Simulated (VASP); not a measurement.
# VRu (Pm-3m) in VASP: notebook, part 2 of 2

VASP 6.6.1. Earlier steps stand in the parts before.

**4. Single point, LDA, collinear spin, ferromagnetic start**

The input, INCAR:

```
SYSTEM = VRu
PREC     = Accurate       ! precision mode
ENCUT    = 500            ! plane-wave cutoff, eV
EDIFF    = 1E-6           ! SCF threshold, eV
ISMEAR   = 1              ! smearing method
SIGMA    = 0.1            ! smearing width, eV
LREAL    = .False.        ! projectors in reciprocal space
LASPH    = .True.         ! aspherical terms in the spheres
NELM     = 200            ! most SCF steps
ALGO     = Normal         ! electronic algorithm
ISIF     = 2              ! what is computed and relaxed
LWAVE    = .False.        ! write WAVECAR
LCHARG   = .True.         ! write CHGCAR
ISPIN    = 2              ! spin polarisation
MAGMOM   = 1.5 0          ! initial moments
LORBIT   = 11             ! projections on sites
LMAXMIX  = 4              ! l up to which the mixer works
GGA      = CA             ! functional
LELF     = .True.         ! ELF
LVHAR    = .True.       
NBANDS   = 24             ! bands
GGA_COMPAT= .False.
```

The input, KPOINTS:

```
regular mesh
0
Gamma
  8 8 8
  0 0 0
```

The input, POSCAR:

```
VRu
1.0
    2.9900000000      0.0000000000      0.0000000000
    0.0000000000      2.9900000000      0.0000000000
    0.0000000000      0.0000000000      2.9900000000
V Ru
1 1
Direct
    0.5000000000      0.5000000000      0.5000000000
    0.0000000000      0.0000000000      0.0000000000
```

Potentials or basis: VASP PAW LDA potentials, release 64 (V_sv, Ru_pv).

Command:

```sh
> cat potpaw_LDA.64/V_sv/POTCAR potpaw_LDA.64/Ru_pv/POTCAR > POTCAR
> mpirun -np 1 vasp_std > vasp.out
```

OUTCAR:

```text
SYSTEM = VRu
   PREC = Accurate
   ENCUT = 500
   EDIFF = 1E-6
   ISMEAR = 1
   LREAL = .False.
   LASPH = .True.
   NELM = 200
   ISIF = 2
   ISPIN = 2
   LORBIT = 11
   GGA = CA

 ion  position               nearest neighbor table
   1  0.500  0.500  0.500-   2 2.59   2 2.59   2 2.59   2 2.59   2 2.59   2 2.59   2 2.59   2 2.59

   2  0.000  0.000  0.000-   1 2.59   1 2.59   1 2.59   1 2.59   1 2.59   1 2.59   1 2.59   1 2.59

  LATTYP: Found a simple cubic cell.
 ALAT       =     2.9900000000

  Lattice vectors:

 A1 = (   2.9900000000,   0.0000000000,   0.0000000000)
 A2 = (   0.0000000000,   2.9900000000,   0.0000000000)
 A3 = (   0.0000000000,   0.0000000000,   2.9900000000)

Analysis of symmetry for initial positions (statically):
=====================================================================
 Subroutine PRICEL returns:
 Original cell was already a primitive cell.

 Routine SETGRP: Setting up the symmetry group for a
 simple cubic supercell.

 Subroutine GETGRP returns: Found 48 space group operations
 (whereof 48 operations were pure point group operations)
 out of a pool of 48 trial point group operations.

The static configuration has the point symmetry O_h .

Analysis of symmetry for dynamics (positions and initial velocities):
=====================================================================
 Subroutine PRICEL returns:
 Original cell was already a primitive cell.

 Routine SETGRP: Setting up the symmetry group for a
 simple cubic supercell.

 Subroutine GETGRP returns: Found 48 space group operations
 (whereof 48 operations were pure point group operations)
 out of a pool of 48 trial point group operations.

The dynamic configuration has the point symmetry O_h .

Analysis of structural, dynamic, and magnetic symmetry:
=====================================================================
 Subroutine PRICEL returns:
 Original cell was already a primitive cell.

 Routine SETGRP: Setting up the symmetry group for a
 simple cubic supercell.

 Subroutine GETGRP returns: Found 48 space group operations
[... 142 lines left out ...]
 number of electron      26.9999991 magnetization       0.0004787

 Free energy of the ion-electron system (eV)
  ---------------------------------------------------
  ext. energy  EPLUGINS =         0.00000000
  ---------------------------------------------------
  free energy    TOTEN  =       -21.01071268 eV

  energy without entropy =      -21.01177952  energy(sigma->0) =      -21.01106829

 E-fermi :  11.9994     XC(G=0): -13.8918

 val. band max:       11.9987952771   @ k =   0.2500   0.1250   0.1250
 cond. band min:      12.0087623812   @ k =   0.5000   0.2500   0.1250
 fundamental gap:      0.0099671042
 Fermi energy:        11.9994352632

 spin component 1

 k-point     1 :       0.0000    0.0000    0.0000
  band No.  band energies     occupation
      1     -52.1249      1.00000
      2     -31.0976      1.00000
      3     -31.0976      1.00000
      4     -31.0976      1.00000
      5     -26.2780      1.00000
      6     -26.2780      1.00000
[... 637 lines left out ...]
     23      26.1118      0.00000
     24      26.3855      0.00000

 [... further k-points ...]

 spin component 2

 k-point     1 :       0.0000    0.0000    0.0000
  band No.  band energies     occupation
      1     -52.1246      1.00000
      2     -31.0976      1.00000
      3     -31.0976      1.00000
      4     -31.0976      1.00000
      5     -26.2776      1.00000
      6     -26.2776      1.00000
[... 637 lines left out ...]
     23      26.1119      0.00000
     24      26.3855      0.00000

 [... further k-points ...]
[... 5 lines left out ...]
  --------------------------------------------------------------------------------------
  -------------------------------------------------------------------------------------
  Total       -1.7722620     -1.7722620     -1.7722620      0.0000000      0.0000000      0.0000000
  in kB     -106.2245633   -106.2245633   -106.2245633      0.0000000      0.0000000      0.0000000
  external PRESSURE =    -106.2245633 kB  Pullay stress =       0.0000000 kB

 VOLUME and BASIS-vectors are now :
 -----------------------------------------------------------------------------
  energy-cutoff  :      500.00
  volume of cell :       26.73
      direct lattice vectors                 reciprocal lattice vectors
     2.990000000  0.000000000  0.000000000     0.334448161  0.000000000  0.000000000
     0.000000000  2.990000000  0.000000000     0.000000000  0.334448161  0.000000000
     0.000000000  0.000000000  2.990000000     0.000000000  0.000000000  0.334448161

 POSITION                                       TOTAL-FORCE (eV/Angst)
 -----------------------------------------------------------------------------------
      1.49500      1.49500      1.49500         0.000000      0.000000      0.000000
      0.00000      0.00000      0.00000         0.000000      0.000000      0.000000
 -----------------------------------------------------------------------------------
    total drift:                                0.000000      0.000000     -0.000000

  FREE ENERGIE OF THE ION-ELECTRON SYSTEM (eV)
  ---------------------------------------------------
  free  energy   TOTEN  =       -21.0107126794 eV

  energy  without entropy=      -21.0117795181  energy(sigma->0) =      -21.01106829

 total charge

# of ion       s       p       d       tot
------------------------------------------
    1        2.335   6.264   3.027  11.627
    2        0.416   6.304   6.003  12.723
--------------------------------------------------
tot          2.751  12.568   9.030  24.350

 magnetization (x)

# of ion       s       p       d       tot
------------------------------------------
    1        0.000   0.000   0.000   0.000
    2       -0.000   0.000   0.000   0.000
--------------------------------------------------
tot          0.000   0.000   0.000   0.000
```

Wall time 15 s (1 thread of Intel Xeon 6975P-C (Granite Rapids), shared host); peak memory 0.16 GiB.

What came out:

```yaml
Free_energy: -21.0107 eV
Pressure: -10.6 GPa
Net_moment: 0.00 μB per cell
Valence_electrons_inside_the_program's_atomic_spheres: V 11.63; Ru 12.72
```

Caveat: the cell stands under tension; an empty level that is flat over the whole mesh can mark a ghost state of the potentials, or a narrow d or f band.

**5. Single point, LDA, collinear spin, ferromagnetic start**

The input, INCAR:

```
PREC     = Accurate       # precision mode
ENCUT    = 500            # plane-wave cutoff, eV
EDIFF    = 1E-6           # SCF threshold, eV
ISMEAR   = 1              # smearing method
SIGMA    = 0.1            # smearing width, eV
LREAL    = F              # projectors in reciprocal space
LASPH    = T              # aspherical terms in the spheres
NELM     = 200            # most SCF steps
ALGO     = Normal         # electronic algorithm
ISIF     = 2              # what is computed and relaxed
LWAVE    = F              # write WAVECAR
LCHARG   = F              # write CHGCAR
ISPIN    = 2              # spin polarisation
MAGMOM   = 1.5 0          # initial moments
LORBIT   = 11             # projections on sites
LMAXMIX  = 4              # l up to which the mixer works
NBANDS   = 24             # bands
GGA_COMPAT= F
```

The input, KPOINTS:

```
Automatic mesh
0
Gamma
  9 9 9
```

POSCAR is that of step 4.

Command:

```sh
> cat potpaw_LDA.64/V_sv/POTCAR potpaw_LDA.64/Ru_pv/POTCAR > POTCAR
> mpirun -np 1 vasp_std > vasp.out
```

It took 13 s on 1 thread of Intel Xeon 6975P-C (Granite Rapids), shared host; peak memory 0.15 GiB.

It converged, with:

```
Free energy                                           : -21.0133 eV
Pressure                                              : -10.5 GPa
Net moment                                            : 0.18 μB per cell
Site moments                                          : V +0.16; Ru +0.01 μB
Valence electrons inside the program's atomic spheres : V 11.63; Ru 12.73
```

Levels at points of the mesh, in eV from the Fermi level:
Spin up:
```tsv
k point	band 11	band 12	band 13	band 14	band 15	band 16
(0.00, 0.00, 0.00)	-2.16	-2.16	-2.16	0.57	0.57	2.19
```
Spin down:
```tsv
k point	band 9	band 10	band 11	band 12	band 13	band 14	band 15	band 16	band 17	band 18
(0.00, 0.00, 0.00)	-5.75	-5.75	-2.12	-2.12	-2.12	0.65	0.65	2.29	2.29	2.29
```

Caveat: the cell stands under tension; an empty level that is flat over the whole mesh can mark a ghost state of the potentials, or a narrow d or f band.

**6. Summary**

```csv
k mesh,gap on the mesh (eV),pressure (GPa),moment (μB)
5 × 5 × 5,none,-10.3,0.00
6 × 6 × 6,none,-10.8,0.01
8 × 8 × 8,none,-10.6,0.00
9 × 9 × 9,none,-10.5,0.18
```

Alike in all rows: task single point; level LDA; potentials or basis VASP PAW LDA potentials, release 64 (V_sv, Ru_pv); spin collinear, ferromagnetic start; cell as given; cutoff (eV) 500; smearing methfessel-paxton 0.1 eV.

Caveats: some runs use coarse meshes; an empty level that is flat over the whole mesh can mark a ghost state of the potentials, or a narrow d or f band; the cell stands under tension (at least some runs).

Absolute energies hang on the potentials; compare differences alone.
